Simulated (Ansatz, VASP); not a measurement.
Rb: VASP beside Ansatz

INCAR

```
ALGO = Normal
EDIFF = 1E-6
ENCUT = 520
GGA = PS
ISIF = 2
ISMEAR = -1
LASPH = True
LCHARG = False
LREAL = False
LWAVE = False
NBANDS = 10
NELM = 80
PREC = Accurate
SIGMA = 0.05
```

File KPOINTS:

```
k-points
0
Gamma
  8 8 8
```

File POSCAR:

```
Rb
1.0
   -2.7966153145      2.7966153145      2.7966153145
    2.7966153145     -2.7966153145      2.7966153145
    2.7966153145      2.7966153145     -2.7966153145
Rb
1
Direct
    0.0000000000      0.0000000000      0.0000000000
```

Input for Ansatz:

```yaml
crystal:
  lattice:
    - [-2.7966153145, 2.7966153145, 2.7966153145]
    - [2.7966153145, -2.7966153145, 2.7966153145]
    - [2.7966153145, 2.7966153145, -2.7966153145]
  atoms:
    - { symbol: Rb, position: [0.0, 0.0, 0.0] }
kpoints:
  mp_grid: { grid: [8, 8, 8] }
  band_path:
    path:
      - [0.0, 0.0, 0.0]
      - [0.5, -0.5, 0.5]
      - [0.0, 0.0, 0.5]
      - [0.0, 0.0, 0.0]
      - [0.25, 0.25, 0.25]
      - [0.5, -0.5, 0.5]
      - [0.25, 0.25, 0.25]
      - [0.0, 0.0, 0.5]
    npoints: 5
scf:
  occupations: { method: fermi_dirac, width: 0.05 }
hamiltonian:
  xc: pbesol
  pseudopotentials: { kind: all_electron, lapw: { basis_error: 0.001 } }
output:
  forces: true
  stress: true
  eigenvalues: true
```

Change from the starting cell: volume scaled by 0.99.

Alike in both runs: task single point; functional PBEsol; k mesh 8 × 8 × 8; occupations fermi-dirac, width 0.05 eV; no spin polarisation.

```csv
,VASP,Ansatz
version,VASP 6.6.1,Ansatz 0.2.0
potentials or method,"VASP PAW PBE potentials, release 64 (Rb_sv), cutoff 520 eV","all-electron LAPW, scalar-relativistic"
```

```csv
,VASP,Ansatz,Ansatz less VASP
pressure (GPa),0.0,0.0,0.00
```

VASP's potentials were made for PBE, not for PBEsol. Ansatz ran all-electron here, and VASP with PAW potentials.
